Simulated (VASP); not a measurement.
A run of VASP 6.6.1:

INCAR

```
  ALGO = Normal
  EDIFF = 1E-6
  ENCUT = 520
  GGA = PE
  ISIF = 2
  ISMEAR = -1
  LASPH = True
  LCHARG = False
  LREAL = False
  LWAVE = False
  NBANDS = 12
  NELM = 80
  PREC = Accurate
  SIGMA = 0.06122561905347299
```

KPOINTS

```
k-points
0
Gamma
  14 14 14
```

The input POSCAR:

```
Ga
1.0
    2.7735316291      0.0000000000      0.0000000000
    0.0000000000      2.7735316291      0.0000000000
    0.0000000000      0.0000000000      2.7735316291
Ga
1
Direct
    0.0000000000      0.0000000000      0.0000000000
```

Potentials or basis: VASP PAW PBE potentials, release 64 (Ga_d).

Command:

```bash
$ cat potpaw_PBE.64/Ga_d/POTCAR > POTCAR
$ mpirun -np 1 vasp_std > vasp.out
```

Hardware: 1 thread of Intel Xeon 6975P-C, with other jobs on the host.

Task: How long does it take, and how much memory?

Result: It took 9.7 s on 1 thread of Intel Xeon 6975P-C, with other jobs on the host, peak memory 0.15 GiB. Counts: scf iterations 10, k points 120.
